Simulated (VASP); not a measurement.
# TiBeH2 (P4/mmm) in VASP: a series of runs, part 2 of 2

VASP 6.6.1. Earlier steps stand in the parts before.

**5. Relaxation of cell and atoms, PBE**

This run uses another cell than the first one, of 7.59 Å³/atom, 1.041 times its volume.

INCAR

```
SYSTEM = TiBeH2
ALGO = Normal ; EDIFF = 1E-6
EDIFFG = -0.04 ; ENCUT = 600
GGA = PE ; IBRION = 2
ISIF = 3 ; ISMEAR = 0
LASPH = .True. ; LCHARG = .False.
LREAL = .False. ; LWAVE = .False.
NELM = 60 ; NSW = 90
PREC = Accurate ; SIGMA = 0.1
```

KPOINTS

```
k-points
0
Gamma
  6 6 4
  0 0 0
```

POSCAR

```
TiBeH2
1.0
    2.7812810600      0.0000000000      0.0000000000
    0.0000000000      2.7812810600      0.0000000000
    0.0000000000      0.0000000000      3.9266639600
Ti Be H
1 1 2
Direct
    0.5000000000      0.5000000000      0.5000000000
    0.0000000000      0.0000000000      0.0000000000
    0.0000000000      0.0000000000      0.5000000000
    0.5000000000      0.5000000000      0.0000000000
```

Potentials or basis: VASP PAW PBE potentials, release 64 (Ti_sv, Be, H).

Started as:

```console
$ cat potpaw_PBE.64/Ti_sv/POTCAR potpaw_PBE.64/Be/POTCAR potpaw_PBE.64/H/POTCAR > POTCAR
$ mpirun -np 1 vasp_std > vasp.out
```

OUTCAR:

```text
SYSTEM = TiBeH2
   EDIFF = 1E-6
   EDIFFG = -0.04
   ENCUT = 600
   GGA = PE
   IBRION = 2
   ISIF = 3
   ISMEAR = 0
   LASPH = .True.
   LREAL = .False.
   NELM = 60
   NSW = 90
   PREC = Accurate

 ion  position               nearest neighbor table
   1  0.500  0.500  0.500-
   2  0.000  0.000  0.000-
   3  0.000  0.000  0.500-
   4  0.500  0.500  0.000-

  LATTYP: Found a simple tetragonal cell.
 ALAT       =     2.7812810600
 C/A-ratio  =     1.4118184661

  Lattice vectors:

 A1 = (   2.7812810600,   0.0000000000,   0.0000000000)
 A2 = (   0.0000000000,   2.7812810600,   0.0000000000)
 A3 = (   0.0000000000,   0.0000000000,   3.9266639600)

Analysis of symmetry for initial positions (statically):
=====================================================================
 Subroutine PRICEL returns:
 Original cell was already a primitive cell.

 Routine SETGRP: Setting up the symmetry group for a
 simple tetragonal supercell.

 Subroutine GETGRP returns: Found 16 space group operations
 (whereof 16 operations were pure point group operations)
 out of a pool of 16 trial point group operations.

The static configuration has the point symmetry D_4h.

Analysis of symmetry for dynamics (positions and initial velocities):
=====================================================================
 Subroutine PRICEL returns:
 Original cell was already a primitive cell.

 Routine SETGRP: Setting up the symmetry group for a
 simple tetragonal supercell.

 Subroutine GETGRP returns: Found 16 space group operations
 (whereof 16 operations were pure point group operations)
 out of a pool of 16 trial point group operations.

The dynamic configuration has the point symmetry D_4h.

 Subroutine INISYM returns: Found 16 space group operations
 (whereof 16 operations are pure point group operations),
 and found     1 'primitive' translations

[... 129 lines left out ...]
 conjugate gradient relaxation of ions
 non-spin polarized calculation
 Gauss-broadening in eV      SIGMA  =   0.10
  energy-cutoff  :      600.00
  volume of cell :       30.37
 maximum number of plane-waves:      1032
 NGX is ok and might be reduce to    24
   NGX = 11   NGY = 11   NGZ = 15

--------------------------------------- Ionic step        1  -------------------------------------------

 number of electron      15.9999997 magnetization

 Free energy of the ion-electron system (eV)
  ---------------------------------------------------
  ext. energy  EPLUGINS =         0.00000000
  ---------------------------------------------------
  free energy    TOTEN  =       -18.49618270 eV

  energy without entropy =      -18.49204303  energy(sigma->0) =      -18.49411287

------------------------ aborting loop because EDIFF is reached ----------------------------------------

  FORCE on cell =-STRESS in cart. coord.  units (eV):
  Direction    XX          YY          ZZ          XY          YZ          ZX
  --------------------------------------------------------------------------------------
  -------------------------------------------------------------------------------------
  Total       -0.2218360     -0.2218360     -2.2013390      0.0000000      0.0000000     -0.0000000
  in kB      -11.7011674    -11.7011674   -116.1138471      0.0000000      0.0000000     -0.0000000
  external PRESSURE =     -46.5053940 kB  Pullay stress =       0.0000000 kB
[... 177 lines left out ...]
--------------------------------------- Ionic step        6  -------------------------------------------

 number of electron      15.9999995 magnetization

 Free energy of the ion-electron system (eV)
  ---------------------------------------------------
  ext. energy  EPLUGINS =         0.00000000
  ---------------------------------------------------
  free energy    TOTEN  =       -18.55338994 eV

  energy without entropy =      -18.54959103  energy(sigma->0) =      -18.55149048

 E-fermi :   7.7503     XC(G=0): -11.4017

 val. band max:        7.6825508175   @ k =   0.5000   0.1667   0.0000
 cond. band min:       7.8278185800   @ k =   0.1667   0.1667   0.5000
 fundamental gap:      0.1452677625
 Fermi energy:         7.7502578054

 k-point     1 :       0.0000    0.0000    0.0000
  band No.  band energies     occupation
      1     -48.7178      2.00000
      2     -25.1371      2.00000
      3     -24.6966      2.00000
      4     -24.6966      2.00000
      5      -3.3021      2.00000
      6       1.5815      2.00000
      7       6.7380      2.00000
      8       7.5941      1.97282
      9      10.1375      0.00000
     10      10.1375      0.00000
     11      11.0177      0.00000
     12      13.7336      0.00000
[... 331 lines left out ...]
 k-point    24 :       0.5000    0.0000    0.5000
  band No.  band energies     occupation
      1     -48.6459      2.00000
      2     -25.2640      2.00000
      3     -25.1342      2.00000
      4     -24.6417      2.00000
      5       1.4314      2.00000
      6       1.6209      2.00000
      7       3.2837      2.00000
      8       6.3497      2.00000
      9       9.1469      0.00000
     10       9.4630      0.00000
     11      10.0810      0.00000
     12      12.8690      0.00000

 [... further k-points ...]
[... 5 lines left out ...]
  --------------------------------------------------------------------------------------
  -------------------------------------------------------------------------------------
  Total       -0.0554508     -0.0554508     -0.0025682      0.0000000      0.0000000     -0.0000000
  in kB       -3.0410613     -3.0410613     -0.1408465      0.0000000      0.0000000     -0.0000000
  external PRESSURE =      -2.0743230 kB  Pullay stress =       0.0000000 kB
[... 19 lines left out ...]
  FREE ENERGIE OF THE ION-ELECTRON SYSTEM (eV)
  ---------------------------------------------------
  free  energy   TOTEN  =       -18.5533899372 eV

  energy  without entropy=      -18.5495910257  energy(sigma->0) =      -18.55149048

 reached required accuracy - stopping structural energy minimisation
```

OSZICAR:

```text
N       E                     dE             d eps       ncg     rms          rms(c)
DAV:   1     0.117864257055E+03    0.11786E+03   -0.95145E+03   720   0.164E+03
[... 54 lines left out ...]
       N       E                     dE             d eps       ncg     rms          rms(c)
DAV:   1    -0.185620781397E+02   -0.93300E-02   -0.28301E-01   796   0.879E+00    0.749E-01
DAV:   2    -0.185549903692E+02    0.70878E-02   -0.32760E-02   804   0.266E+00    0.267E-01
DAV:   3    -0.185534589623E+02    0.15314E-02   -0.43877E-03   964   0.588E-01    0.109E-01
DAV:   4    -0.185533279468E+02    0.13102E-03   -0.11907E-03  1076   0.353E-01    0.607E-02
DAV:   5    -0.185533883272E+02   -0.60380E-04   -0.18718E-04   900   0.141E-01    0.134E-02
DAV:   6    -0.185533893302E+02   -0.10030E-05   -0.48422E-05  1048   0.611E-02    0.144E-02
DAV:   7    -0.185533899372E+02   -0.60701E-06   -0.81631E-06   788   0.321E-02
   6 F= -.18553390E+02 E0= -.18551490E+02  d E =-.610756E-02
```

Wall time 74 s (1 thread of Intel Xeon Platinum 8259CL at 2.50GHz (Skylake/Cascade Lake), shared host); peak memory 0.16 GiB.

What came out:

- Free energy: -18.5534 eV
- Relaxed volume: 7.30 Å³/atom
- Relaxed cell: a = 2.801 Å, b = 2.801 Å, c = 3.725 Å, α = 90.00°, β = 90.00°, γ = 90.00°
- Space group after relaxing (to 0.05 Å): P4/mmm (No. 123)
- Energy gained by relaxing: 14.3 meV/atom
- Ionic steps: 6
- Pressure after relaxing: -0.2 GPa
- Band gap on the k mesh: zero (band 8 reaches 8.44 eV, above the bottom of band 9 at 7.39 eV)

Step by step:
```tsv
step	energy change (eV)	largest force (eV/Å)	pressure (GPa)	volume (Å³)
1	0.0000	0.0000	-4.65	30.37
2	-0.0431	0.0000	-0.92	29.41
3	-0.0508	0.0000	1.25	28.92
4	-0.0511	0.0000	1.85	28.80
5	-0.0566	0.0000	0.57	29.06
6	-0.0572	0.0000	-0.21	29.21
```

Final structure:
```xyz
4
Lattice="2.8005 0.0000 0.0000 0.0000 2.8005 0.0000 0.0000 0.0000 3.7249" Properties=species:S:1:pos:R:3 pbc="T T T"
Ti    1.4003    1.4003    1.8624
Be    0.0000    0.0000    0.0000
H     0.0000    0.0000    1.8624
H     1.4003    1.4003    0.0000
```

Levels at points of the mesh, in eV from the Fermi level:
```tsv
k point	band 6	band 7	band 8	band 9	band 10	band 11
(0.00, 0.00, 0.00)	-6.17	-1.01	-0.16	2.39	2.39	3.27
(0.50, 0.00, 0.00)	-6.79	-1.83	-1.32	1.14	2.15	2.70
(0.50, 0.50, 0.00)	-5.23	-1.14	-1.14	0.27	0.27	4.16
(0.00, 0.00, 0.50)	-8.58	-0.84	0.69	1.46	1.46	3.29
(0.50, 0.00, 0.50)	-6.13	-4.47	-1.40	1.40	1.71	2.33
(0.50, 0.50, 0.50)	-3.26	-2.83	-2.83	2.16	2.43	4.37
```

Caveat: the k points lie up to 0.42 Å⁻¹ apart in the final cell.

**6. The runs side by side**

| task | cell | k mesh | cutoff (eV) | gap on the mesh (eV) | pressure (GPa) |
| --- | --- | --- | --- | --- | --- |
| single point | a = 2.798, b = 2.798, c = 3.728 Å, 4 atoms | 6 × 6 × 4 | 520 | none | -0.1 |
| single point | a = 2.781, b = 2.781, c = 3.927 Å, 4 atoms | 6 × 6 × 4 | 520 | none | -4.7 |
| single point | a = 2.798, b = 2.798, c = 3.728 Å, 4 atoms | 6 × 6 × 6 | 520 | none | -0.1 |
| relaxation of cell and atoms | relaxed from a = 2.781, b = 2.781, c = 3.927 Å, 4 atoms | 6 × 6 × 4 | 600 | none | -0.2 |

Alike in all rows: level PBE; potentials or basis VASP PAW PBE potentials, release 64 (Ti_sv, Be, H); no spin polarisation; smearing gaussian 0.1 eV.

Caveats: all runs use coarse meshes.

Total energies depend on the potentials used, so only differences within one code and one set of settings carry meaning.
